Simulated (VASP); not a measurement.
# Al (Fm-3m) in VASP: single point with PBEsol

Aim: the single point of Al with PBEsol.

All numbers are computed with VASP 6.6.1; they aren't measurements. Logs are shortened: lines on timing, memory, paths and dates and some standing lists are left out, and cuts for length are marked.

## 1. The cell of the first run

It takes space group Fm-3m (No. 225, cubic). Conventional cell: a = 4.015 Å, b = 4.015 Å, c = 4.015 Å, α = 90.00°, β = 90.00°, γ = 90.00°. Within 3.7 Å of Al (site symmetry m-3m) lie 12 Al at 2.84 Å.

## 2. Single point, PBEsol

INCAR reads:

```
PREC = Accurate
ENCUT = 500
EDIFF = 1E-6
ISMEAR = 0
SIGMA = 0.1
LREAL = False
LASPH = True
NELM = 120
ALGO = Normal
ISIF = 2
LWAVE = False
LCHARG = True
GGA = PS
LELF = True
LVHAR = True
NBANDS = 8
GGA_COMPAT = False
```

KPOINTS reads:

```
Automatic mesh
0
Gamma
  18 18 18
```

POSCAR reads:

```
Al
1.0
    0.0000000000      2.0075801697      2.0075801697
    2.0075801697      0.0000000000      2.0075801697
    2.0075801697      2.0075801697      0.0000000000
Al
1
Direct
    0.0000000000      0.0000000000      0.0000000000
```

Potentials or basis: VASP PAW PBE potentials, release 64 (Al).

Command:

```
> cat potpaw_PBE.64/Al/POTCAR > POTCAR
> mpirun -np 1 vasp_std > vasp.out
```

OUTCAR:

```text
PREC = Accurate
   ENCUT = 500
   EDIFF = 1E-6
   ISMEAR = 0
   LREAL = False
   LASPH = True
   NELM = 120
   ISIF = 2
   GGA = PS

 ion  position               nearest neighbor table
   1  0.000  0.000  0.000-

  LATTYP: Found a face centered cubic cell.
 ALAT       =     4.0151603394

  Lattice vectors:

 A1 = (   0.0000000000,   2.0075801697,   2.0075801697)
 A2 = (   2.0075801697,   0.0000000000,   2.0075801697)
 A3 = (   2.0075801697,   2.0075801697,   0.0000000000)

Analysis of symmetry for initial positions (statically):
=====================================================================
 Subroutine PRICEL returns:
 Original cell was already a primitive cell.

 Routine SETGRP: Setting up the symmetry group for a
 face centered cubic supercell.

 Subroutine GETGRP returns: Found 48 space group operations
 (whereof 48 operations were pure point group operations)
 out of a pool of 48 trial point group operations.

The static configuration has the point symmetry O_h .

Analysis of symmetry for dynamics (positions and initial velocities):
=====================================================================
 Subroutine PRICEL returns:
 Original cell was already a primitive cell.

 Routine SETGRP: Setting up the symmetry group for a
 face centered cubic supercell.

 Subroutine GETGRP returns: Found 48 space group operations
 (whereof 48 operations were pure point group operations)
 out of a pool of 48 trial point group operations.

The dynamic configuration has the point symmetry O_h .

 Subroutine INISYM returns: Found 48 space group operations
 (whereof 48 operations are pure point group operations),
 and found     1 'primitive' translations

----------------------------------------------------------------------------------------

                                     Primitive cell

  volume of cell :      16.1826

  direct lattice vectors                    reciprocal lattice vectors
     0.000000000  2.007580170  2.007580170    -0.249056056  0.249056056  0.249056056
     2.007580170  0.000000000  2.007580170     0.249056056 -0.249056056  0.249056056
     2.007580170  2.007580170  0.000000000     0.249056056  0.249056056 -0.249056056

  length of vectors
     2.839147104  2.839147104  2.839147104     0.431377744  0.431377744  0.431377744

  position of ions in fractional coordinates (direct lattice)
     0.000000000  0.000000000  0.000000000

  ion indices of the primitive-cell ions
   primitive index   ion index
                 1           1

----------------------------------------------------------------------------------------

 KPOINTS: Automatic mesh

Automatic generation of k-mesh.
 Grid dimensions read from file:
 generate k-points for:   18   18   18

 Generating k-lattice:

  Cartesian coordinates                     Fractional coordinates (reciprocal lattice)
    -0.013836448  0.013836448  0.013836448     0.055555556  0.000000000  0.000000000
     0.013836448 -0.013836448  0.013836448     0.000000000  0.055555556  0.000000000
     0.013836448  0.013836448 -0.013836448     0.000000000  0.000000000  0.055555556

  Length of vectors
     0.023965430  0.023965430  0.023965430

  Shift w.r.t. Gamma in fractional coordinates (k-lattice)
     0.000000000  0.000000000  0.000000000

 Subroutine IBZKPT returns following result:
 ===========================================

 Found    195 irreducible k-points:

 Following reciprocal coordinates:
            Coordinates               Weight
  0.000000  0.000000  0.000000      1.000000
  0.055556  0.000000  0.000000      8.000000
  0.111111  0.000000  0.000000      8.000000
  0.166667  0.000000  0.000000      8.000000
  0.222222  0.000000  0.000000      8.000000
  0.277778  0.000000  0.000000      8.000000
[... 16 lines left out ...]
 -0.277778  0.055556  0.000000     24.000000
 -0.222222  0.055556  0.000000     24.000000
 [... further k-points ...]
   k-points           NKPTS =    195   k-points in BZ     NKDIM =    195   number of bands    NBANDS=      8
   number of dos      NEDOS =    301   number of ions     NIONS =      1
   total plane-waves  NPLWV =  13824
   dimension x,y,z NGX =    24 NGY =   24 NGZ =   24
   dimension x,y,z NGXF=    48 NGYF=   48 NGZF=   48
   ions per type =               1
   NGX,Y,Z   is equivalent  to a cutoff of  14.05, 14.05, 14.05 a.u.
   NGXF,Y,Z  is equivalent  to a cutoff of  28.11, 28.11, 28.11 a.u.
 SYSTEM =  unknown system
   PREC   = accura    normal or accurate (medium, high low for compatibility)
   ISTART =      0    job   : 0-new  1-cont  2-samecut
   ICHARG =      2    charge: 1-file 2-atom 10-const
   ISPIN  =      1    spin polarized calculation?
   LNONCOLLINEAR =      F non collinear calculations
   LSORBIT =      F    spin-orbit coupling
   LASPH  =      T    aspherical Exc in radial PAW
   ENCUT  =  500.0 eV  36.75 Ry    6.06 a.u.   5.18  5.18  5.18*2*pi/ulx,y,z
   NELM   =    120;   NELMIN=  2; NELMDL= -5     # of ELM steps
   EDIFF  = 0.1E-05   stopping-criterion for ELM
   LREAL  =      F    real-space projection
   EDIFFG = 0.1E-04   stopping-criterion for IOM
   NSW    =      0    number of steps for IOM
   IBRION =     -1    ionic relax: 0-MD 1-quasi-New 2-CG
   NFREE  =      0    steps in history (QN), initial steepest desc. (CG)
   ISIF   =      2    stress and relaxation
   ISYM   =      2    0-nonsym 1-usesym 2-fastsym
   POTIM  = 0.5000    time-step for ionic-motion
   TEBEG  =    0.0;   TEEND  =   0.0 temperature during run
   PSTRESS=    0.0 pullay stress
   NELECT =       3.0000    total number of electrons
   NUPDOWN=      -1.0000    fix difference up-down
   EMIN   =  10.00;   EMAX   =-10.00  energy-range for DOS
   EFERMI =   0.00;   METHOD = LEGACY
   ISMEAR =     0;   SIGMA  =   0.10  broadening in eV -4-tet -1-fermi 0-gaus
   EFERMI_NEDOS =   21; number of points for ismear=-14 and -15
   IALGO  =     38    algorithm
   IMIX   =      4    mixing-type and parameters
     AMIX     =   0.40;   BMIX     =  1.00
     AMIX_MAG =   1.60;   BMIX_MAG =  1.00
  volume/ion in A,a.u.               =      16.18       109.21
  Fermi-wavevector in a.u.,A,eV,Ry     =   0.933467  1.763997 11.855584  0.871361
  Thomas-Fermi vector in A             =   2.060172
   LORBIT       =      0    0 simple, 1 ext, 2 COOP (PROOUT), +10 PAW based schemes
   GGA     = PS    functional components
   LHFCALC =     F    Hartree Fock is set to
   AEXX    =    0.0000 exact exchange contribution
   IVDW    =     0    specifies the selected vdW correction
   LEPSILON=     F    determine dielectric tensor
   LRPA    =     F    only Hartree local field effects (RPA)
 non-spin polarized calculation
 Gauss-broadening in eV      SIGMA  =   0.10
  energy-cutoff  :      500.00
  volume of cell :       16.18
 maximum number of plane-waves:       424
 NGX is ok and might be reduce to    24
   NGX = 11   NGY = 11   NGZ = 11

 number of electron       3.0000000 magnetization

 Free energy of the ion-electron system (eV)
  ---------------------------------------------------
  ext. energy  EPLUGINS =         0.00000000
  ---------------------------------------------------
  free energy    TOTEN  =        -4.09066955 eV

  energy without entropy =       -4.08768169  energy(sigma->0) =       -4.08917562

 E-fermi :   8.1442     XC(G=0): -10.3278

 val. band max:        8.1297260589   @ k =  -0.2778   0.2778   0.0556
 cond. band min:       8.1527082655   @ k =  -0.4444   0.3333   0.1111
 fundamental gap:      0.0229822065
 Fermi energy:         8.1441540907

 k-point     1 :       0.0000    0.0000    0.0000
  band No.  band energies     occupation
      1      -3.1110      2.00000
      2      20.8563      0.00000
      3      20.8563      0.00000
      4      20.8563      0.00000
      5      22.4956      0.00000
      6      22.4956      0.00000
      7      22.4956      0.00000
      8      24.7799      0.00000

 k-point     2 :       0.0556    0.0000    0.0000
  band No.  band energies     occupation
      1      -3.0260      2.00000
      2      19.3552      0.00000
      3      20.5629      0.00000
      4      20.5629      0.00000
      5      22.9222      0.00000
      6      22.9222      0.00000
      7      23.0432      0.00000
      8      25.6737      0.00000

 k-point     3 :       0.1111    0.0000    0.0000
  band No.  band energies     occupation
      1      -2.7714      2.00000
      2      17.1177      0.00000
      3      20.0640      0.00000
      4      20.0640      0.00000
      5      23.0944      0.00000
      6      23.7921      0.00000
      7      23.7921      0.00000
      8      26.2172      0.00000

 k-point     4 :       0.1667    0.0000    0.0000
  band No.  band energies     occupation
      1      -2.3481      2.00000
      2      14.8604      0.00000
      3      19.6229      0.00000
      4      19.6229      0.00000
      5      22.9244      0.00000
      6      24.3947      0.00000
      7      24.3947      0.00000
      8      25.5684      0.00000

 k-point     5 :       0.2222    0.0000    0.0000
  band No.  band energies     occupation
      1      -1.7577      2.00000
      2      12.6784      0.00000
      3      19.2971      0.00000
      4      19.2971      0.00000
      5      22.7479      0.00000
      6      23.5803      0.00000
      7      23.5803      0.00000
      8      26.5468      0.00000
[... 177 lines left out ...]
 k-point    22 :      -0.3333    0.0556    0.0000
  band No.  band energies     occupation
      1       0.3307      2.00000
      2       8.0992      1.47527
      3      17.3632      0.00000
      4      20.2593      0.00000
      5      20.3169      0.00000
      6      21.7663      0.00000
      7      23.3316      0.00000
      8      26.2354      0.00000

 k-point    23 :      -0.2778    0.0556    0.0000
  band No.  band energies     occupation
      1      -0.6400      2.00000
      2      10.0033      0.00000
      3      17.3812      0.00000
      4      20.2877      0.00000
      5      21.1769      0.00000
      6      22.6364      0.00000
      7      23.2863      0.00000
      8      27.0332      0.00000

 k-point    24 :      -0.2222    0.0556    0.0000
  band No.  band energies     occupation
      1      -1.4494      2.00000
      2      12.0315      0.00000
      3      17.5445      0.00000
      4      20.4233      0.00000
      5      22.1823      0.00000
      6      23.2648      0.00000
      7      23.7072      0.00000
      8      25.9183      0.00000

 [... further k-points ...]

------------------------ aborting loop because EDIFF is reached ----------------------------------------

  FORCE on cell =-STRESS in cart. coord.  units (eV):
  Direction    XX          YY          ZZ          XY          YZ          ZX
  --------------------------------------------------------------------------------------
  -------------------------------------------------------------------------------------
  Total        0.0054063      0.0054063      0.0054063      0.0000000     -0.0000000     -0.0000000
  in kB        0.5352583      0.5352583      0.5352583      0.0000000     -0.0000000     -0.0000000
  external PRESSURE =       0.5352583 kB  Pullay stress =       0.0000000 kB

 VOLUME and BASIS-vectors are now :
 -----------------------------------------------------------------------------
  energy-cutoff  :      500.00
  volume of cell :       16.18
      direct lattice vectors                 reciprocal lattice vectors
     0.000000000  2.007580170  2.007580170    -0.249056056  0.249056056  0.249056056
     2.007580170  0.000000000  2.007580170     0.249056056 -0.249056056  0.249056056
     2.007580170  2.007580170  0.000000000     0.249056056  0.249056056 -0.249056056

 POSITION                                       TOTAL-FORCE (eV/Angst)
 -----------------------------------------------------------------------------------
      0.00000      0.00000      0.00000         0.000000      0.000000      0.000000
 -----------------------------------------------------------------------------------
    total drift:                               -0.000000      0.000000      0.000000

  FREE ENERGIE OF THE ION-ELECTRON SYSTEM (eV)
  ---------------------------------------------------
  free  energy   TOTEN  =        -4.0906695472 eV

  energy  without entropy=       -4.0876816908  energy(sigma->0) =       -4.08917562
```

Run time: 39 s. Hardware: 1 thread of AMD EPYC 7R43 (Zen 3), shared host; peak memory 0.11 GiB.

Results:

```
Free energy            : -4.0907 eV
Pressure               : 0.1 GPa
Band gap on the k mesh : zero (an odd number of electrons rules out a gap without spin polarisation)
```

Caveat: the PAW data sets were made with another functional, which shifts forces and pressure a little.
